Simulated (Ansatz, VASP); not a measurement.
# One calculation of SiGe2, two programs

```
CELL_PARAMETERS angstrom
0.00000 2.53196 2.53196
2.53196 0.00000 2.53196
2.53196 2.53196 0.00000
ATOMIC_POSITIONS crystal
Si 0.00000 0.00000 0.00000
Ge 0.25000 0.25000 0.25000
Ge 0.75000 0.75000 0.75000
```

Alike in both runs: task relaxation of cell and atoms; functional PBE; k mesh 6 × 6 × 6; occupations gaussian, width 0.1 eV; no spin polarisation.

```csv
,VASP,Ansatz
version,VASP 6.6.1,Ansatz 0.2.0
potentials or method,"VASP PAW PBE potentials, release 64 (Si, Ge_d), cutoff 600 eV","scalar-relativistic, plane waves, PAW"
valence electrons in the cell,32,32
```

|  | VASP | Ansatz | Ansatz less VASP |
| --- | --- | --- | --- |
| gap on the k mesh at the Fermi level, each at its own relaxed structure (eV) | none | none | - |
| relaxed volume (Å³/atom) | 20.12 | 20.15 | +0.031 |
| relaxed length of the cell vector where the two differ most in proportion (Å) | 4.403 | 4.405 | +0.0023 |

A gap of «none» marks a metal or a gap that the smearing closes.

Noted on VASP's run: the volume moved by over 15 % at a fixed basis, so the end points are rough.
